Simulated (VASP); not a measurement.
Write the native input for VASP 6.6.1 that does the following.

| Property | Result |
| --- | --- |
| Task | single point |
| Functional | PBEsol |
| Potentials or basis | VASP PAW PBE potentials, release 64 (Cd) |
| Cutoff | 520 eV |
| k mesh | 18 × 18 × 8 |
| Occupations | gaussian, width 0.1 eV |
| Spin | no spin polarisation |
| Dipole correction | no |
| Further INCAR settings | ALGO = Fast; EDIFF = 1e-06; NBANDS = 19 |

The structure of Cd lies in POSCAR:

```
Cd
1.0
    2.9629273235      0.0000000000      0.0000000000
   -1.4814636617      2.5659703317      0.0000000000
    0.0000000000      0.0000000000      5.7824563646
Cd
2
Direct
    0.3333333333      0.6666666667      0.2500000000
    0.6666666667      0.3333333333      0.7500000000
```

These files were run (other wordings do the same):

INCAR

```
SYSTEM = Cd
PREC = Accurate
ENCUT = 520
EDIFF = 1E-6
ISMEAR = 0
SIGMA = 0.1
LREAL = .False.
LASPH = .True.
NELM = 100
ALGO = Fast
ISIF = 2
LWAVE = .False.
LCHARG = .True.
GGA = PS
LELF = .True.
LVHAR = .True.
NBANDS = 19
```

KPOINTS

```
Automatic mesh
0
Gamma
  18 18 8
  0 0 0
```

Potentials or basis: VASP PAW PBE potentials, release 64 (Cd).

Run with:

```bash
$ cat potpaw_PBE.64/Cd/POTCAR > POTCAR
$ mpirun -np 1 vasp_std > vasp.out
```

Results of the run:

```json
{"Pressure": "-1.6 GPa", "Band gap on the k mesh": "zero (bands 12 and 13 overlap by 4.76 eV)"}
```

Caveat: the PAW data sets were made with another functional, which shifts forces and pressure a little.

It took 64 s on 1 thread of AMD EPYC 9R45 96-Core Processor (Zen 5), with other jobs on the host, peak memory 0.23 GiB.
